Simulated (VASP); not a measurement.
A run of VASP 6.6.1 is set up as follows.

INCAR

```
SYSTEM = NaCl
PREC = Accurate ; ENCUT = 520
EDIFF = 1E-6 ; ISMEAR = 0
SIGMA = 0.05 ; LREAL = .FALSE.
LASPH = .TRUE. ; NELM = 60
ALGO = Normal ; ISIF = 2
LWAVE = .FALSE. ; LCHARG = .TRUE.
GGA = PS ; LELF = .TRUE.
LVHAR = .TRUE. ; NBANDS = 14
```

File KPOINTS:

```
Automatic mesh
0
G
  8 8 8
  0 0 0
```

Contents of POSCAR:

```
NaCl
1.0
    0.0000000000      2.8317500000      2.8317500000
    2.8317500000      0.0000000000      2.8317500000
    2.8317500000      2.8317500000      0.0000000000
Na Cl
1 1
Direct
    0.0000000000      0.0000000000      0.0000000000
    0.4531800048      0.5468199952      0.5000000000
```

Potentials or basis: VASP PAW PBE potentials, release 64 (Na_pv, Cl).

Command:

```sh
$ cat potpaw_PBE.64/Na_pv/POTCAR potpaw_PBE.64/Cl/POTCAR > POTCAR
$ mpirun -np 1 vasp_std > vasp.out
```

(1) Predict the pressure.

(2) Estimate the largest force.

## Answers

(1) -0.4 GPa.

(2) 0.238 eV/Å.

Caveat: the cell differs from its parent crystal (all Cl atoms moved +0.188 Å, as atom 2 along Cartesian [1 -1 0]); the PAW data sets were made with another functional, which shifts forces and pressure a little.
